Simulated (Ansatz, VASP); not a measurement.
AlN: VASP beside Ansatz

INCAR

```
ALGO = Normal
EDIFF = 1E-7
ENCUT = 520
GGA = RP
ISIF = 2
ISMEAR = -1
IVDW = 13
LASPH = T
LCHARG = F
LREAL = F
LWAVE = F
NBANDS = 16
NELM = 80
PREC = Accurate
SIGMA = 0.05
```

KPOINTS

```
k-points
0
Gamma
  10 10 6
```

File POSCAR:

```
AlN
1.0
    3.0921067530      0.0000000000      0.0000000000
   -1.5460533765      2.6778429994      0.0000000000
    0.0000000000      0.0000000000      4.9475694625
Al N
2 2
Direct
    0.6666666667      0.3333333333      0.5000000000
    0.3333333333      0.6666666667      0.0000000000
    0.6666666667      0.3333333333      0.8800000000
    0.3333333333      0.6666666667      0.3800000000
```

input.yaml

```yaml
crystal:
  lattice:
    - [3.092106753, 0.0, 0.0]
    - [-1.5460533765, 2.6778429994, 0.0]
    - [0.0, 0.0, 4.9475694625]
  atoms:
    - { symbol: Al, position: [0.6666666667, 0.3333333333, 0.5] }
    - { symbol: Al, position: [0.3333333333, 0.6666666667, 0.0] }
    - { symbol: "N", position: [0.6666666667, 0.3333333333, 0.88] }
    - { symbol: "N", position: [0.3333333333, 0.6666666667, 0.38] }
hamiltonian:
  xc: rpbe
  pseudopotentials: { kind: paw }
  dispersion: d4
kpoints:
  mp_grid: { grid: [10, 10, 6] }
scf:
  occupations: { method: fermi_dirac, width: 0.05 }
output:
  forces: true
  stress: true
  eigenvalues: true
```

Alike in both runs: task single point; functional RPBE; dispersion D4; k mesh 10 × 10 × 6; occupations fermi-dirac, width 0.05 eV; no spin polarisation.

|  | VASP | Ansatz |
| --- | --- | --- |
| version | VASP 6.6.1 | Ansatz 0.2.0 |
| potentials or method | VASP PAW PBE potentials, release 64 (Al, N) | Ansatz PAW |
| plane-wave cutoff (eV) | 520 | 420 |
| valence electrons in the cell | 16 | 16 |

VASP gave:

| Item | Value |
| --- | --- |
| gap on the k mesh at the Fermi level (eV) | 4.45 |
| least direct gap on the mesh (eV) | 4.45 |
| pressure (GPa) | -0.1 |
| traceless stress, the component that is largest in VASP (GPa) | 1.12 |
| rms of the force components (eV/Å) | 0.080 |

**Question.** What did Ansatz give for the same quantities?

**Answer.** gap on the k mesh at the Fermi level (eV): 4.42; least direct gap on the mesh (eV): 4.42; pressure (GPa): 0.6; traceless stress, the component that is largest in VASP (GPa): 1.06; rms of the force components (eV/Å): 0.082.

VASP's potentials were made for PBE, not for RPBE. Atom by atom the forces differ by 0.002 eV/Å (rms over components).
